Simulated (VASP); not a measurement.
The system is Sn3Te.

```
Te Sn
1.0
     4.96105    0.00000    0.00000
     0.00000    4.96105    0.00000
     0.00000    0.00000    4.96105
Te Sn
1 3
Direct
  0.00000 0.00000 0.00000
  0.00000 0.50000 0.50000
  0.50000 0.00000 0.50000
  0.50000 0.50000 0.00000
```

Base run:

| Property | Result |
| --- | --- |
| Program | VASP 6.6.1 |
| Functional | PBE |
| Potentials or basis | VASP PAW PBE potentials, release 64 (Te, Sn_d) |
| Cutoff | 520 eV |
| k mesh | 6 × 6 × 6 |
| Occupations | fermi-dirac, width 0.05 eV |
| Spin | no spin polarisation |

Its results: band gap on the k mesh zero (band 24 reaches 9.57 eV, above the bottom of band 25 at 6.69 eV); pressure -2.0 GPa.

The run is repeated on the same cell with these changes: functional from PBE to PBEsol; further incar settings from ALGO = Normal; EDIFF = 1e-06; NBANDS = 32 to ALGO = Normal; EDIFF = 1e-07; NBANDS = 32. What comes out?

Band gap on the k mesh zero (band 24 reaches 9.42 eV, above the bottom of band 25 at 6.53 eV); pressure -4.5 GPa.

Caveats: spin-orbit coupling is left out, which moves the levels of the heavy elements; the PAW data sets were made with another functional, which shifts forces and pressure a little (some runs).
